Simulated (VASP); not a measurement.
A run of VASP 6.6.1 is set up as follows.

File POSCAR:

```
AlN
1.0
    0.0382357610      2.1849006282      2.1849006282
    2.1849006282      0.0382357610      2.1849006282
    2.2231363892      2.2231363892      0.0000000000
Al N
1 1
Direct
    0.0000000000      0.0000000000      0.0000000000
    0.7500000000      0.7500000000      0.7500000000
```

Contents of INCAR.step1:

```
  ALGO = Normal
  EDIFF = 1E-4
  ENCUT = 520
  GGA = PE
  ISMEAR = 0
  LASPH = T
  LCHARG = F
  LREAL = F
  LWAVE = T
  NBANDS = 11
  NELM = 60
  PREC = Accurate
  SIGMA = 0.05
```

The input INCAR.step2:

```
  ALGO = Normal
  EDIFF = 1E-6
  ENCUT = 520
  ISIF = 2
  ISMEAR = 0
  ISTART = 1
  LASPH = T
  LCHARG = F
  LMIXTAU = T
  LREAL = F
  LWAVE = F
  METAGGA = R2SCAN
  NBANDS = 11
  NELM = 60
  PREC = Accurate
  SIGMA = 0.05
```

KPOINTS

```
k-points
0
Gamma
  10 10 10
```

Potentials or basis: VASP PAW PBE potentials, release 64 (Al, N).

Command:

```bash
$ cat potpaw_PBE.64/Al/POTCAR potpaw_PBE.64/N/POTCAR > POTCAR
$ cp INCAR.step1 INCAR
$ mpirun -np 1 vasp_std > vasp.out
$ cp INCAR.step2 INCAR
$ mpirun -np 1 vasp_std > vasp.out
```

Problem. Estimate the pressure.

Solution. -0.1 GPa.

Problem. Estimate the band gap on the k mesh.

Solution. 3.81 eV, indirect (least direct gap 4.76 eV).

Problem. Estimate the largest force.

Solution. 0.307 eV/Å.

Stress tensor (GPa, compression positive):
```
-0.01 -8.31  0.00
-8.31 -0.01  0.00
 0.00  0.00 -0.20
```

Caveat: the cell differs from its parent crystal (strain +0.0350 x Voigt [0, 0, 0, 0, 0, 1]); the PAW data sets were made with another functional, which shifts forces and pressure a little. A k mesh can miss the band edges.
